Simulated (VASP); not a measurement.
Here is a VASP 6.6.1 calculation.

Contents of INCAR:

```
SYSTEM = Co
PREC = Accurate
ENCUT = 520
EDIFF = 1E-7
ISMEAR = -1
SIGMA = 0.08
LREAL = .False.
LASPH = .True.
NELM = 150
ALGO = Normal
ISIF = 2
LWAVE = .False.
LCHARG = .False.
ISPIN = 2
MAGMOM = 1.7 1.7 1.7
LORBIT = 11
LMAXMIX = 4
GGA = PS
NBANDS = 24
```

Contents of KPOINTS:

```
Automatic mesh
0
Gamma
  9 9 13
  0 0 0
```

Contents of POSCAR:

```
Co
1.0
    3.9404463221      0.0000000000      0.0000000000
   -1.9702231610      3.4125266172      0.0000000000
    0.0000000000      0.0000000000      2.4276689874
Co
3
Direct
    0.0000000000      0.0000000000      0.0000000000
    0.3333333333      0.6666666667      0.5000000000
    0.6666666667      0.3333333333      0.5000000000
```

Potentials or basis: VASP PAW PBE potentials, release 64 (Co).

Run with:

```console
$ cat potpaw_PBE.64/Co/POTCAR > POTCAR
$ mpirun -np 1 vasp_std > vasp.out
```

(1) Predict the pressure.

(2) What does it give for the site moments?

(3) Predict the net moment.

## Answers

(1) -7.3 GPa.

(2) Co +1.62, +1.67 (each value once) μB.

(3) 4.92 μB per cell.

Caveat: the cell stands under tension; the PAW data sets were made with another functional, which shifts forces and pressure a little.
